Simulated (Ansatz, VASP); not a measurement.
## One calculation of TaN, two programs

File POSCAR:

```
TaN
1.0
    2.9379988584      0.0000000000      0.0000000000
   -1.4689994292      2.5443816477      0.0000000000
    0.0000000000      0.0000000000      2.8830000000
Ta N
1 1
Direct
    0.3333333333      0.6666666667      0.5000000000
    0.0000000000      0.0000000000      0.0000000000
```

File INCAR.step1:

```
SYSTEM = TaN
  PREC = Accurate
  ENCUT = 580
  ISMEAR = -1
  SIGMA = 0.02
  LREAL = .False.
  LASPH = .True.
  NELM = 120
  NBANDS = 16
  GGA = PE
  ALGO = Normal
  EDIFF = 1E-5
  LWAVE = .True.
  LCHARG = .False.
  GGA_COMPAT = .False.
```

Contents of INCAR.step2:

```
SYSTEM = TaN
  PREC = Accurate
  ENCUT = 580
  EDIFF = 1E-8
  ISMEAR = -1
  SIGMA = 0.02
  LREAL = .False.
  LASPH = .True.
  NELM = 120
  ALGO = Normal
  ISIF = 2
  LWAVE = .False.
  LCHARG = .False.
  METAGGA = R2SCAN
  LMIXTAU = .True.
  LEFG = .True.
  NBANDS = 16
  ISTART = 1
  GGA_COMPAT = .False.
```

Contents of KPOINTS:

```
Automatic mesh
0
Gamma
  12 12 10
  0 0 0
```

Input for Ansatz:

```yaml
crystal:
  lattice:
    - [2.9379988584, 0.0, 0.0]
    - [-1.4689994292, 2.5443816477, 0.0]
    - [0.0, 0.0, 2.883]
  atoms:
    - { symbol: Ta, position: [0.3333333333, 0.6666666667, 0.5] }
    - { symbol: "N", position: [0.0, 0.0, 0.0] }
kpoints:
  mp_grid: { grid: [12, 12, 10] }
  band_path:
    path:
      - [0.0, 0.0, 0.0]
      - [0.5, 0.0, 0.0]
      - [0.3333333333, 0.3333333333, 0.0]
      - [0.0, 0.0, 0.0]
      - [0.0, 0.0, 0.5]
      - [0.5, 0.0, 0.5]
      - [0.3333333333, 0.3333333333, 0.5]
      - [0.0, 0.0, 0.5]
      - [0.5, 0.0, 0.5]
    npoints: 5
scf:
  occupations: { method: fermi_dirac, width: 0.02 }
hamiltonian:
  xc: r2scan
  pseudopotentials: { kind: paw }
output:
  forces: true
  stress: true
  eigenvalues: true
  efg: { contact_densities: true }
```

Alike in both runs: task electric field gradients; functional r2SCAN; k mesh 12 × 12 × 10; occupations fermi-dirac, width 0.02 eV; no spin polarisation.

|  | VASP | Ansatz |
| --- | --- | --- |
| version | VASP 6.6.1 | Ansatz 0.2.0 |
| potentials or method | VASP PAW PBE potentials, release 64 (Ta_sv_GW, N) | PAW with Ansatz's default frozen-core files, scalar-relativistic |
| plane-wave cutoff (eV) | 580 | 500 |
| valence electrons in the cell | 18 | 18 |

Ansatz gave:

```
pressure (GPa)                                                : -0.2
traceless stress, the component that is largest in VASP (GPa) : 0.44
size of Vzz on the site where it differs most (V/Å²)          : 42.7
```

Question: What did VASP give for the same quantities?

Answer: Pressure (GPa): -0.4; traceless stress, the component that is largest in VASP (GPa): 0.53; size of Vzz on the site where it differs most (V/Å²): 22.8.

VASP's potentials were made for PBE, not for r2SCAN.

Neither program's run includes spin-orbit coupling.
